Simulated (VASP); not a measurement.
# LiBeF3 (Amm2) in VASP: notebook

Runs on LiBeF3. Level: PBE. Tasks: relaxation of shape and atoms at fixed volume.

Program: VASP 6.6.1. These are calculated values, not measurements. Logs are shortened: lines on timing, memory, paths and dates and some standing lists are left out, and cuts for length are marked.

## 1. The cell of the first run

It takes space group Amm2 (No. 38, orthorhombic). The conventional cell has a = 2.725 Å, b = 5.148 Å, c = 7.921 Å, α = 90.00°, β = 90.00°, γ = 90.00°. Li (site symmetry mm2) has 5 F at 1.90 to 1.98 Å within 2.5 Å. Within 2.0 Å of Be (site symmetry mm2) lie 4 F at 1.50 to 1.62 Å. Within 2.0 Å of F (site symmetry m) lie 1 Be at 1.50 Å and 2 Li at 1.90 Å. Within 2.2 Å of F (site symmetry mm2) lie 2 Be at 1.62 Å and 1 Li at 1.98 Å.

## 2. Relaxation of shape and atoms at fixed volume, PBE (11.11 Å³/atom)

The input, INCAR:

```
SYSTEM = LiBeF3
ALGO = Normal ; EDIFF = 1E-6
EDIFFG = -0.01 ; ENCUT = 600
GGA = PE ; IBRION = 2
ISIF = 4 ; ISMEAR = 0
LASPH = .TRUE. ; LCHARG = .FALSE.
LREAL = .FALSE. ; LWAVE = .FALSE.
NELM = 60 ; NSW = 50
PREC = Accurate ; SIGMA = 0.02
```

The input, KPOINTS:

```
k-points
0
G
  8 6 6
  0 0 0
```

The input, POSCAR:

```
LiBeF3
1.0
    2.7245728006      0.0000000000      0.0000000000
    0.0000000000      2.5738313424      3.9602585286
    0.0000000000     -2.5738313424      3.9602585286
Li Be F
1 1 3
Direct
    0.5000000000      0.6926460730      0.6926460730
    0.0000000000      0.0544649456      0.0544649456
    0.0000000000      0.9064834870      0.4030302518
    0.0000000000      0.4030302518      0.9064834870
    0.5000000000      0.9427022155      0.9427022155
```

Potentials or basis: VASP PAW PBE potentials, release 64 (Li_sv, Be, F).

The run is started by

```bash
$ cat potpaw_PBE.64/Li_sv/POTCAR potpaw_PBE.64/Be/POTCAR potpaw_PBE.64/F/POTCAR > POTCAR
$ mpirun -np 1 vasp_std > vasp.out
```

OUTCAR:

```text
SYSTEM = LiBeF3
   EDIFF = 1E-6
   EDIFFG = -0.01
   ENCUT = 600
   GGA = PE
   IBRION = 2
   ISIF = 4
   ISMEAR = 0
   LASPH = .TRUE.
   LREAL = .FALSE.
   NELM = 60
   NSW = 50
   PREC = Accurate

 ion  position               nearest neighbor table
   1  0.500  0.693  0.693-   3 1.90   4 1.90   3 1.90   4 1.90   5 1.98
   2  0.000  0.054  0.054-   3 1.50   4 1.50   5 1.62   5 1.62
   3  0.000  0.906  0.403-   2 1.50   1 1.90   1 1.90
   4  0.000  0.403  0.906-   2 1.50   1 1.90   1 1.90
   5  0.500  0.943  0.943-   2 1.62   2 1.62   1 1.98

  LATTYP: Found a base centered orthorhombic cell.
 ALAT       =     5.1476626848
 B/A-ratio  =     1.5386627956
 C/A-ratio  =     0.5292834763

  Lattice vectors:

 A1 = (   0.0000000000,   2.5738313424,  -3.9602585286)
 A2 = (   0.0000000000,   2.5738313424,   3.9602585286)
 A3 = (   2.7245728006,   0.0000000000,   0.0000000000)

Analysis of symmetry for initial positions (statically):
=====================================================================
 Subroutine PRICEL returns:
 Original cell was already a primitive cell.

 Routine SETGRP: Setting up the symmetry group for a
 base centered orthorhombic supercell.

 Subroutine GETGRP returns: Found  4 space group operations
 (whereof  4 operations were pure point group operations)
 out of a pool of  8 trial point group operations.

The static configuration has the point symmetry C_2v.

Analysis of symmetry for dynamics (positions and initial velocities):
=====================================================================
 Subroutine PRICEL returns:
 Original cell was already a primitive cell.

 Routine SETGRP: Setting up the symmetry group for a
 base centered orthorhombic supercell.

 Subroutine GETGRP returns: Found  4 space group operations
 (whereof  4 operations were pure point group operations)
 out of a pool of  8 trial point group operations.

The dynamic configuration has the point symmetry C_2v.

 Subroutine INISYM returns: Found  4 space group operations
 (whereof  4 operations are pure point group operations),
 and found     1 'primitive' translations

----------------------------------------------------------------------------------------

                                     Primitive cell

  volume of cell :      55.5433

  direct lattice vectors                    reciprocal lattice vectors
     2.724572801  0.000000000  0.000000000     0.367030017  0.000000000  0.000000000
     0.000000000  2.573831342  3.960258529     0.000000000  0.194262923  0.126254384
     0.000000000 -2.573831342  3.960258529     0.000000000 -0.194262923  0.126254384

  length of vectors
     2.724572801  4.723161589  4.723161589     0.367030017  0.231685676  0.231685676

  position of ions in fractional coordinates (direct lattice)
     0.500000000  0.692646073  0.692646073
     0.000000000  0.054464946  0.054464946
     0.000000000  0.906483487  0.403030252
     0.000000000  0.403030252  0.906483487
     0.500000000  0.942702215  0.942702215

  ion indices of the primitive-cell ions
   primitive index   ion index
                 1           1
                 2           2
                 3           3
                 4           4
                 5           5

----------------------------------------------------------------------------------------

 KPOINTS: k-points

Automatic generation of k-mesh.
 Grid dimensions read from file:
 generate k-points for:    8    6    6

 Generating k-lattice:

  Cartesian coordinates                     Fractional coordinates (reciprocal lattice)
     0.045878752  0.000000000  0.000000000     0.125000000  0.000000000  0.000000000
     0.000000000  0.032377154  0.021042397     0.000000000  0.166666667  0.000000000
     0.000000000 -0.032377154  0.021042397     0.000000000  0.000000000  0.166666667

  Length of vectors
     0.045878752  0.038614279  0.038614279

  Shift w.r.t. Gamma in fractional coordinates (k-lattice)
     0.000000000  0.000000000  0.000000000

 Subroutine IBZKPT returns following result:
[... 44 lines left out ...]
  Fermi-wavevector in a.u.,A,eV,Ry     =   1.271126  2.402080 21.983767  1.615761
  Thomas-Fermi vector in A             =   2.404076
   LORBIT       =      0    0 simple, 1 ext, 2 COOP (PROOUT), +10 PAW based schemes
   GGA     = PE    functional components
   LHFCALC =     F    Hartree Fock is set to
   AEXX    =    0.0000 exact exchange contribution
   IVDW    =     0    specifies the selected vdW correction
   LEPSILON=     F    determine dielectric tensor
   LRPA    =     F    only Hartree local field effects (RPA)
 conjugate gradient relaxation of ions
 non-spin polarized calculation
 Gauss-broadening in eV      SIGMA  =   0.02
  energy-cutoff  :      600.00
  volume of cell :       55.54
 maximum number of plane-waves:      1878
 NGX is ok and might be reduce to    24
   NGX = 11   NGY = 19   NGZ = 19

--------------------------------------- Ionic step        1  -------------------------------------------

 number of electron      25.9999980 magnetization

 Free energy of the ion-electron system (eV)
  ---------------------------------------------------
  ext. energy  EPLUGINS =         0.00000000
  ---------------------------------------------------
  free energy    TOTEN  =       -26.76613867 eV

  energy without entropy =      -26.76613867  energy(sigma->0) =      -26.76613867

------------------------ aborting loop because EDIFF is reached ----------------------------------------

  FORCE on cell =-STRESS in cart. coord.  units (eV):
  Direction    XX          YY          ZZ          XY          YZ          ZX
  --------------------------------------------------------------------------------------
  -------------------------------------------------------------------------------------
  Total        1.2576491      1.4682745      0.9938899      0.0000000      0.0000000      0.0000000
  in kB       36.2775567     42.3531576     28.6692827      0.0000000      0.0000000      0.0000000
  external PRESSURE =      35.7666657 kB  Pullay stress =       0.0000000 kB
[... 98 lines left out ...]
  FREE ENERGIE OF THE ION-ELECTRON SYSTEM (eV)
  ---------------------------------------------------
  free  energy   TOTEN  =       -26.7706005850 eV

  energy  without entropy=      -26.7706005850  energy(sigma->0) =      -26.77060059

[... ionic steps 4 to 11 ...]

--------------------------------------- Ionic step       12  -------------------------------------------

 number of electron      25.9999986 magnetization

------------------------ aborting loop because EDIFF is reached ----------------------------------------
[... 73 lines left out ...]
--------------------------------------- Ionic step       14  -------------------------------------------

 number of electron      25.9999987 magnetization

 Free energy of the ion-electron system (eV)
  ---------------------------------------------------
  ext. energy  EPLUGINS =         0.00000000
  ---------------------------------------------------
  free energy    TOTEN  =       -26.77352067 eV

  energy without entropy =      -26.77352067  energy(sigma->0) =      -26.77352067

 E-fermi :  -2.7472     XC(G=0):  -8.3584

 val. band max:       -2.8706293672   @ k =   0.5000   0.5000   0.5000
 cond. band min:       4.8124285475   @ k =   0.0000   0.0000   0.0000
 fundamental gap:      7.6830579147
 Fermi energy:        -2.7471911084

 k-point     1 :       0.0000    0.0000    0.0000
  band No.  band energies     occupation
      1     -43.4244      2.00000
      2     -24.1949      2.00000
      3     -22.8969      2.00000
      4     -22.7728      2.00000
      5      -6.9416      2.00000
      6      -6.1085      2.00000
[... 457 lines left out ...]
      4     -22.5496      2.00000
      5      -7.2309      2.00000
      6      -6.4183      2.00000
[... 9 lines left out ...]
     16      11.3858      0.00000
     17      12.0631      0.00000

 [... further k-points ...]

------------------------ aborting loop because EDIFF is reached ----------------------------------------

  FORCE on cell =-STRESS in cart. coord.  units (eV):
  Direction    XX          YY          ZZ          XY          YZ          ZX
  --------------------------------------------------------------------------------------
  -------------------------------------------------------------------------------------
  Total        0.8239880      0.8305476      0.8163559      0.0000000      0.0000000      0.0000000
  in kB       23.7683719     23.9575884     23.5482202      0.0000000      0.0000000      0.0000000
  external PRESSURE =      23.7580601 kB  Pullay stress =       0.0000000 kB
[... 20 lines left out ...]
  FREE ENERGIE OF THE ION-ELECTRON SYSTEM (eV)
  ---------------------------------------------------
  free  energy   TOTEN  =       -26.7735206694 eV

  energy  without entropy=      -26.7735206694  energy(sigma->0) =      -26.77352067

 reached required accuracy - stopping structural energy minimisation
```

Run time: 3.4 min. Hardware: 1 thread of Intel Xeon 6975P-C (Granite Rapids), shared host; peak memory 0.23 GiB.

What came out:

```
Free energy               : -26.7735 eV
Energy gained by relaxing : 1.5 meV/atom
Ionic steps               : 14
Pressure after relaxing   : 2.4 GPa
Band gap on the k mesh    : 7.68 eV (least direct gap 7.72 eV)
```

Forces on the atoms (eV/Å):
```
Li   0.000  0.000  0.000
Be   0.000  0.000  0.001
F    0.000 -0.001 -0.002
F    0.000  0.001 -0.002
F    0.000  0.000  0.003
```

The path:
```csv
step,energy change (eV),largest force (eV/Å),pressure (GPa),volume (Å³)
1,0.0000,0.2711,3.58,55.54
2,-0.0041,0.1347,2.66,55.54
3,-0.0045,0.0901,2.85,55.54
4,-0.0058,0.0408,2.70,55.54
5,-0.0061,0.0714,2.58,55.54
6,-0.0067,0.0477,2.50,55.54
7,-0.0069,0.0445,2.45,55.54
8,-0.0071,0.0350,2.45,55.54
9,-0.0072,0.0299,2.47,55.54
10,-0.0073,0.0261,2.45,55.54
11,-0.0073,0.0170,2.46,55.54
12,-0.0074,0.0161,2.38,55.54
13,-0.0074,0.0146,2.39,55.54
14,-0.0074,0.0029,2.38,55.54
```

Final structure:
```
Li Be F
1.0
     2.74453    0.00000    0.00000
     0.00000    2.59161    3.90449
     0.00000   -2.59161    3.90449
Li Be F
1 1 3
Direct
  0.50000 0.69074 0.69074
  0.00000 0.05435 0.05435
  0.00000 0.90775 0.40560
  0.00000 0.40560 0.90775
  0.50000 0.94088 0.94088
```

Caveat: the cutoff is under 1.25 times the usual one of these potentials, so pressure, stress and relaxed cells hold a basis-set (Pulay) error. A k mesh can miss the band edges.

## 3. Relaxation of shape and atoms at fixed volume, PBE (11.46 Å³/atom)

This run uses another cell than the first one, of 11.46 Å³/atom.

The input, INCAR:

```
ALGO = Normal ; EDIFF = 1E-6
EDIFFG = -0.01 ; ENCUT = 600
GGA = PE ; IBRION = 2
ISIF = 4 ; ISMEAR = 0
LASPH = True ; LCHARG = False
LREAL = False ; LWAVE = False
NELM = 80 ; NSW = 50
PREC = Accurate ; SIGMA = 0.02
```

The input, KPOINTS:

```
k-points
0
Gamma
  8 6 6
```

The input, POSCAR:

```
LiBeF3
1.0
    2.7397960817      0.0000000000      0.0000000000
    0.0000000000      2.5879215385      4.0418163380
    0.0000000000     -2.5879215385      4.0418163380
Li Be F
1 1 3
Direct
    0.5000000000      0.6939076256      0.6939076256
    0.0000000000      0.0547527578      0.0547527578
    0.0000000000      0.9051718368      0.4009269241
    0.0000000000      0.4009269241      0.9051718368
    0.5000000000      0.9445678287      0.9445678287
```

Potentials or basis: VASP PAW PBE potentials, release 64 (Li_sv, Be, F).

The run is started by

```bash
$ cat potpaw_PBE.64/Li_sv/POTCAR potpaw_PBE.64/Be/POTCAR potpaw_PBE.64/F/POTCAR > POTCAR
$ mpirun -np 1 vasp_std > vasp.out
```

Wall time 3.6 min (1 thread of Intel Xeon 6975P-C (Granite Rapids), shared host); peak memory 0.23 GiB.

Results (log left out):

```
Free energy               : -26.7973 eV
Energy gained by relaxing : 1.4 meV/atom
Ionic steps               : 15
Pressure after relaxing   : 0.9 GPa
Band gap on the k mesh    : 7.60 eV (least direct gap 7.64 eV)
```

Step by step:
| step | energy change (eV) | largest force (eV/Å) | pressure (GPa) | volume (Å³) |
| --- | --- | --- | --- | --- |
| 1 | 0.0000 | 0.2748 | 2.00 | 57.32 |
| 2 | -0.0042 | 0.1261 | 1.11 | 57.32 |
| 3 | -0.0045 | 0.0982 | 1.29 | 57.32 |
| 4 | -0.0057 | 0.0401 | 1.15 | 57.32 |
| 5 | -0.0060 | 0.0711 | 1.02 | 57.32 |
| 6 | -0.0066 | 0.0386 | 0.94 | 57.32 |
| 7 | -0.0067 | 0.0310 | 0.87 | 57.32 |
| 8 | -0.0067 | 0.0265 | 0.89 | 57.32 |
| 9 | -0.0068 | 0.0217 | 0.91 | 57.32 |
| 10 | -0.0068 | 0.0221 | 0.94 | 57.32 |
| 11 | -0.0069 | 0.0126 | 0.93 | 57.32 |
| 12 | -0.0069 | 0.0147 | 0.93 | 57.32 |
| 13 | -0.0069 | 0.0139 | 0.87 | 57.32 |
| 14 | -0.0069 | 0.0121 | 0.88 | 57.32 |
| 15 | -0.0069 | 0.0010 | 0.88 | 57.32 |

Final structure:
```cif
data_structure
_symmetry_space_group_name_H-M 'P 1'
_symmetry_Int_Tables_number 1
_cell_length_a 2.7572
_cell_length_b 4.7664
_cell_length_c 4.7664
_cell_angle_alpha 66.207
_cell_angle_beta 90.000
_cell_angle_gamma 90.000
_cell_volume 57.32
loop_
_atom_site_label
_atom_site_type_symbol
_atom_site_fract_x
_atom_site_fract_y
_atom_site_fract_z
_atom_site_occupancy
Li1 Li 0.50000 0.69303 0.69303 1
Be1 Be 0.00000 0.05444 0.05444 1
F1 F 0.00000 0.90611 0.40328 1
F2 F 0.00000 0.40328 0.90611 1
F3 F 0.50000 0.94246 0.94246 1
```

Levels at points of the mesh, in eV from the valence-band top:
```
           k point  band 9  band 10  band 11  band 12  band 13  band 14  band 15  band 16  band 17
(0.00, 0.00, 0.00)   -0.87    -0.76    -0.30    -0.07    -0.04     7.60    11.64    13.28    14.11
(0.50, 0.00, 0.00)   -1.85    -1.56    -1.18    -0.85    -0.06    12.25    12.43    13.84    15.32
(0.00, 0.50, 0.00)   -1.65    -1.02    -0.44    -0.26    -0.16     9.43    10.05    12.32    15.21
(0.50, 0.50, 0.00)   -2.02    -1.48    -0.86    -0.67    -0.55    12.46    12.63    13.82    14.22
(0.00, 0.50, 0.50)   -1.57    -1.30    -0.39    -0.19    -0.05     9.57    11.03    12.66    12.92
(0.50, 0.50, 0.50)   -1.75    -1.13    -0.78    -0.74     0.00    12.00    12.91    13.25    13.96
```

Caveat: the cutoff is under 1.25 times the usual one of these potentials, so pressure, stress and relaxed cells hold a basis-set (Pulay) error. A k mesh can miss the band edges.

## 4. Relaxation of shape and atoms at fixed volume, PBE (12.17 Å³/atom)

This run uses another cell than the first one, of 12.17 Å³/atom.

The input, INCAR:

```
SYSTEM = LiBeF3
  PREC = Accurate
  ENCUT = 600
  EDIFF = 1E-6
  ISMEAR = 0
  SIGMA = 0.02
  LREAL = .FALSE.
  LASPH = .TRUE.
  NELM = 60
  ALGO = Normal
  ISIF = 4
  LWAVE = .FALSE.
  LCHARG = .FALSE.
  GGA = PE
  IBRION = 2
  NSW = 50
  EDIFFG = -0.01
```

The input, KPOINTS:

```
regular mesh
0
G
  8 6 6
  0 0 0
```

POSCAR: that of step 3 with these lines changed.

```diff
@@ -2,5 +2,5 @@
 1.0
-    2.7397960817      0.0000000000      0.0000000000
-    0.0000000000      2.5879215385      4.0418163380
-    0.0000000000     -2.5879215385      4.0418163380
+    2.7951604140      0.0000000000      0.0000000000
+    0.0000000000      2.6402168713      4.1234911985
+    0.0000000000     -2.6402168713      4.1234911985
 Li Be F
```

The run is started by

```bash
$ cat potpaw_PBE.64/Li_sv/POTCAR potpaw_PBE.64/Be/POTCAR potpaw_PBE.64/F/POTCAR > POTCAR
$ mpirun -np 1 vasp_std > vasp.out
```

It took 2.9 min on 1 thread of Intel Xeon 6975P-C (Granite Rapids), shared host; peak memory 0.23 GiB.

Results (log left out):

```
Free energy                  : -26.8005 eV
Energy gained by relaxing    : 0.8 meV/atom
Ionic steps                  : 9
Pressure after relaxing      : -1.5 GPa
Largest force after relaxing : 0.009 eV/Å
Band gap on the k mesh       : 7.44 eV (least direct gap 7.49 eV)
```

Forces in eV/Å, atoms in the order of the input:
```
Li   0.000  0.000  0.009
Be   0.000  0.000 -0.009
F    0.000  0.006  0.003
F    0.000 -0.006  0.003
F    0.000  0.000 -0.005
```

Stress tensor (GPa, compression positive):
```
-1.46  0.00  0.00
 0.00 -1.52  0.00
 0.00  0.00 -1.43
```

Step by step:
```
step  energy change (eV)  largest force (eV/Å)  pressure (GPa)  volume (Å³)
   1              0.0000                0.1761           -2.26        60.86
   2             -0.0023                0.0616           -1.74        60.86
   3             -0.0023                0.0663           -1.77        60.86
   4             -0.0030                0.0369           -1.68        60.86
   5             -0.0033                0.0703           -1.54        60.86
   6             -0.0033                0.0535           -1.58        60.86
   7             -0.0037                0.0234           -1.52        60.86
   8             -0.0038                0.0173           -1.47        60.86
   9             -0.0039                0.0091           -1.47        60.86
```

Final structure:
```
Li Be F
1.0
     2.78226    0.00000    0.00000
     0.00000    2.62826    4.16146
     0.00000   -2.62826    4.16146
Li Be F
1 1 3
Direct
  0.50000 0.69419 0.69419
  0.00000 0.05516 0.05516
  0.00000 0.90375 0.39957
  0.00000 0.39957 0.90375
  0.50000 0.94665 0.94665
```

Levels at points of the mesh, in eV from the valence-band top:
```
           k point  band 10  band 11  band 12  band 13  band 14  band 15  band 16  band 17
(0.00, 0.00, 0.00)    -0.79    -0.30    -0.06    -0.04     7.44    11.42    12.96    13.70
(0.50, 0.00, 0.00)    -1.45    -1.05    -0.81    -0.04    11.95    12.23    13.64    15.08
(0.00, 0.50, 0.00)    -0.98    -0.44    -0.24    -0.15     9.24     9.74    12.05    14.42
(0.50, 0.50, 0.00)    -1.36    -0.82    -0.62    -0.53    12.33    12.38    13.60    13.81
(0.00, 0.50, 0.50)    -1.20    -0.36    -0.17    -0.05     9.28    10.69    12.39    12.67
(0.50, 0.50, 0.50)    -1.11    -0.76    -0.72     0.00    11.88    12.75    12.78    13.87
```

Caveat: the cutoff is under 1.25 times the usual one of these potentials, so pressure, stress and relaxed cells hold a basis-set (Pulay) error.

## 5. Overview

```tsv
cell	gap on the mesh (eV)	pressure (GPa)
relaxed from a = 2.725, b = 4.723, c = 4.723 Å, angles 66.0, 90.0, 90.0°, 5 atoms, atomic positions A	7.68	2.4
relaxed from a = 2.740, b = 4.799, c = 4.799 Å, angles 65.3, 90.0, 90.0°, 5 atoms, atomic positions B	7.60	0.9
relaxed from a = 2.795, b = 4.896, c = 4.896 Å, angles 65.3, 90.0, 90.0°, 5 atoms, atomic positions B	7.44	-1.5
```

Alike in all rows: task relaxation of shape and atoms at fixed volume; level PBE; potentials or basis VASP PAW PBE potentials, release 64 (Li_sv, Be, F); no spin polarisation; k mesh 8 × 6 × 6; cutoff (eV) 600; smearing gaussian 0.02 eV.

Caveats: the cutoff is under 1.25 times the usual one of these potentials, so pressure, stress and relaxed cells hold a basis-set (Pulay) error.

Absolute energies hang on the potentials; compare differences alone.
